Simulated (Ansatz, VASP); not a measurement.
Two plane-wave programs on Al3SiNO

INCAR

```
PREC = Accurate
ENCUT = 520
EDIFF = 1E-6
ISMEAR = 0
SIGMA = 0.1
LREAL = False
LASPH = True
NELM = 80
ALGO = Normal
ISIF = 2
LWAVE = False
LCHARG = False
GGA = PE
NBANDS = 21
```

The input KPOINTS:

```
Automatic mesh
0
Gamma
  6 6 6
```

The input POSCAR:

```
Al3SiNO
1.0
    2.5040173300      1.4456950800      4.0763162300
   -2.5040173300      1.4456950800      4.0763162300
    0.0000000000     -2.8913901600      4.0763162300
Al Si N O
3 1 1 1
Direct
    0.1253439900      0.6249679900      0.6249679900
    0.6249679900      0.1253439900      0.6249679900
    0.6249679900      0.6249679900      0.1253439900
    0.2501820000      0.2501820000      0.2501820000
    0.6248746500      0.6248746500      0.6248746500
    0.9996630000      0.9996630000      0.9996630000
```

Input for Ansatz:

```yaml
crystal:
  lattice:
    - [2.50401733, 1.44569508, 4.07631623]
    - [-2.50401733, 1.44569508, 4.07631623]
    - [0.0, -2.89139016, 4.07631623]
  atoms:
    - { symbol: Al, position: [0.12534399, 0.62496799, 0.62496799] }
    - { symbol: Al, position: [0.62496799, 0.12534399, 0.62496799] }
    - { symbol: Al, position: [0.62496799, 0.62496799, 0.12534399] }
    - { symbol: Si, position: [0.250182, 0.250182, 0.250182] }
    - { symbol: "N", position: [0.62487465, 0.62487465, 0.62487465] }
    - { symbol: O, position: [0.999663, 0.999663, 0.999663] }
basis:
  ecutwfc: 420
kpoints:
  mp_grid: { grid: [6, 6, 6] }
hamiltonian:
  xc: pbe
scf:
  occupations: { method: gaussian, width: 0.1 }
  lower_state_search: "off"
output:
  forces: true
  stress: true
  eigenvalues: true
```

Change from the starting cell: species swapped into the ZrScMnNi3 type (R3m, No. 160).

Alike in both runs: task single point; functional PBE; k mesh 6 × 6 × 6; occupations gaussian, width 0.1 eV; no spin polarisation.

```csv
,VASP,Ansatz
version,VASP 6.6.1,Ansatz 0.2.0
potentials or method,"VASP PAW PBE potentials, release 64 (Al, Si, N, O), cutoff 520 eV","scalar-relativistic, plane waves, PAW"
valence electrons in the cell,24,24
```

Ansatz gave:

```
gap on the k mesh at the Fermi level (eV)                     : none
pressure (GPa)                                                : -8.6
traceless stress, the component that is largest in VASP (GPa) : -20.45
rms of the force components (eV/Å)                            : 0.292
```

Q: Estimate VASP's values.

A: gap on the k mesh at the Fermi level (eV): none; pressure (GPa): -8.7; traceless stress, the component that is largest in VASP (GPa): -20.42; rms of the force components (eV/Å): 0.291.

Atom by atom the forces differ by 0.001 eV/Å (rms over components). A gap of «none» marks a metal or a gap that the smearing closes. The functional is the same, so the differences come from potentials, cutoffs and numerics.
